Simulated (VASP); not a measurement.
Write the native input for VASP 6.6.1 that does the following.

```yaml
Task: single point
Functional: PBEsol
Potentials_or_basis: VASP PAW PBE potentials, release 64 (Rb_sv)
Cutoff: 520 eV
k_mesh: 9 × 9 × 9
Occupations: fermi-dirac, width 0.1 eV
Spin: no spin polarisation
Dipole_correction: no
Further_INCAR_settings: ALGO = Normal; EDIFF = 1e-07; NBANDS = 10
```

The structure of Rb lies in POSCAR:

```
Rb
1.0
    3.4327599667      0.0000000000      0.0000000000
    0.0000000000      3.4327599667      0.0000000000
    0.0000000000      0.0000000000      3.4327599667
Rb
1
Direct
    0.0000000000      0.0000000000      0.0000000000
```

This cell differs from its parent crystal: volume scaled by 0.43.

These files were run (other wordings do the same):

INCAR

```
SYSTEM = Rb
PREC = Accurate
ENCUT = 520
EDIFF = 1E-7
ISMEAR = -1
SIGMA = 0.1
LREAL = .False.
LASPH = .True.
NELM = 80
ALGO = Normal
ISIF = 2
LWAVE = .False.
LCHARG = .True.
GGA = PS
LELF = .True.
LVHAR = .True.
NBANDS = 10
```

KPOINTS

```
regular mesh
0
Gamma
  9 9 9
  0 0 0
```

Potentials or basis: VASP PAW PBE potentials, release 64 (Rb_sv).

The run is started by

```sh
$ cat potpaw_PBE.64/Rb_sv/POTCAR > POTCAR
$ mpirun -np 1 vasp_std > vasp.out
```

Results of the run:

| Property | Result |
| --- | --- |
| Pressure | 6.9 GPa |

Caveat: the PAW data sets were made with another functional, which shifts forces and pressure a little.

Wall time 11 s on 1 thread of Intel(R) Xeon(R) Platinum 8259CL CPU @ 2.50GHz (Skylake/Cascade Lake), with other jobs on the host, peak memory 0.16 GiB.
